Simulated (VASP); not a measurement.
CdSe:

```xyz
2
Lattice="0.0000 2.8740 2.8740 2.8740 0.0000 2.8740 2.8740 2.8740 0.0000" Properties=species:S:1:pos:R:3 pbc="T T T"
Cd    0.0000    0.0000    0.0000
Se    2.8740    2.8740    2.8740
```

```yaml
Program: VASP 6.6.1
Task: relaxation of cell and atoms
Functional: PBEsol
Dispersion: D3(BJ)
Potentials_or_basis: VASP PAW PBE potentials, release 64 (Cd, Se)
Cutoff: 600 eV
k_mesh: 6 × 6 × 6
Occupations: fermi-dirac, width 0.05 eV
Spin: no spin polarisation
```

At the start: pressure -5.8 GPa; volume 23.74 Å³/atom.

Question: Where does the relaxation end?

Answer: Over 3 steps the energy falls by 42.5 meV/atom and the volume is 21.61 Å³/atom (-9.0 %); space group Fm-3m (No. 225, to 0.05 Å).

Step by step:
```
step  energy change (eV)  largest force (eV/Å)  pressure (GPa)  volume (Å³)
   1              0.0000                0.0000           -5.80        47.48
   2             -0.0727                0.0000            2.85        41.81
   3             -0.0850                0.0000            0.02        43.22
```

Final structure:
```yaml
crystal:
  lattice:
    - [0.00000, 2.78538, 2.78538]
    - [2.78538, 0.00000, 2.78538]
    - [2.78538, 2.78538, 0.00000]
  atoms:
    - { symbol: Cd, position: [0.00000, 0.00000, 0.00000] }
    - { symbol: Se, position: [0.50000, 0.50000, 0.50000] }
```

Caveat: the PAW data sets were made with another functional, which shifts forces and pressure a little; pairwise dispersion overbinds metals, which lowers pressure and volume.
